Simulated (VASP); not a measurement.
Set up this calculation in VASP 6.6.1, as the native input.

```yaml
Task: relaxation of cell and atoms
Functional: PBEsol
Potentials_or_basis: VASP PAW PBE potentials, release 64 (Ta_pv, N)
Cutoff: 600 eV
k_mesh: 12 × 12 × 12
Occupations: fermi-dirac, width 0.05 eV
Spin: no spin polarisation
Dipole_correction: no
Further_INCAR_settings: ALGO = Normal; EDIFF = 1e-07; IBRION = 2; EDIFFG = -0.002; NSW = 100; ISIF = 3
```

The structure of TaN lies in POSCAR:

```
TaN
1.0
    2.9380000000      0.0000000000      0.0000000000
   -1.4690000000      2.5443826363      0.0000000000
    0.0000000000      0.0000000000      2.8830000000
Ta N
1 1
Direct
    0.0000000000      0.0000000000      0.5000000000
    0.6666666667      0.3333333333      0.0000000000
```

The input as run:

INCAR

```
PREC = Accurate
ENCUT = 600
EDIFF = 1E-7
ISMEAR = -1
SIGMA = 0.05
LREAL = False
LASPH = True
NELM = 100
ALGO = Normal
ISIF = 3
LWAVE = False
LCHARG = False
GGA = PS
IBRION = 2
NSW = 100
EDIFFG = -0.002
```

KPOINTS

```
Automatic mesh
0
Gamma
  12 12 12
```

Potentials or basis: VASP PAW PBE potentials, release 64 (Ta_pv, N).

The run is started by

```bash
$ cat potpaw_PBE.64/Ta_pv/POTCAR potpaw_PBE.64/N/POTCAR > POTCAR
$ mpirun -np 1 vasp_std > vasp.out
```

Results of the run:

```
Relaxed volume                         : 10.65 Å³/atom
Relaxed cell                           : a = 2.926 Å, b = 2.926 Å, c = 2.873 Å, α = 90.00°, β = 90.00°, γ = 120.00°
Space group after relaxing (to 0.05 Å) : P-6m2 (No. 187)
Energy gained by relaxing              : 1.7 meV/atom
Ionic steps                            : 8
Pressure after relaxing                : 0.0 GPa
Band gap on the k mesh                 : zero (band 8 reaches 8.42 eV, above the bottom of band 9 at 8.11 eV)
```

Caveat: the PAW data sets were made with another functional, which shifts forces and pressure a little; spin-orbit coupling is left out, which moves the levels of the heavy elements.

Run time: 73 s on 1 thread of Intel(R) Xeon(R) Platinum 8488C (Sapphire Rapids) (shared host), peak memory 0.18 GiB.
